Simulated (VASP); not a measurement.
Input of a VASP 6.6.1 run:

The input INCAR:

```
PREC = Accurate ; ENCUT = 520
EDIFF = 1E-6 ; ISMEAR = -1
SIGMA = 0.03 ; LREAL = F
LASPH = T ; NELM = 60
ALGO = Normal ; ISIF = 2
LWAVE = F ; LCHARG = F
GGA = PE ; NBANDS = 26
```

KPOINTS

```
Automatic mesh
0
Gamma
  8 8 5
```

Contents of POSCAR:

```
ZnS
1.0
    3.8109987816      0.0000000000      0.0000000000
   -1.9054993908      3.3004217586      0.0000000000
    0.0000000000      0.0000000000      6.1093200000
Zn S
2 2
Direct
    0.3333333333      0.6666666667      0.0000000000
    0.6666666667      0.3333333333      0.5000000000
    0.3333333333      0.6666666667      0.3850000000
    0.6666666667      0.3333333333      0.8850000000
```

Potentials or basis: VASP PAW PBE potentials, release 64 (Zn, S).

Launch:

```sh
$ cat potpaw_PBE.64/Zn/POTCAR potpaw_PBE.64/S/POTCAR > POTCAR
$ mpirun -np 1 vasp_std > vasp.out
```

**Question.** Estimate the band gap on the k mesh.

**Answer.** 2.31 eV.

**Question.** Predict the largest force.

**Answer.** 0.218 eV/Å.

**Question.** What does it give for the pressure?

**Answer.** 4.1 GPa.

Forces in eV/Å, atoms in the order of the input:
```
Zn   0.000  0.000  0.218
Zn   0.000  0.000  0.218
S    0.000  0.000 -0.218
S    0.000  0.000 -0.218
```

Caveat: the cell differs from its parent crystal (zz strain of -2 %); the cell stands under pressure.
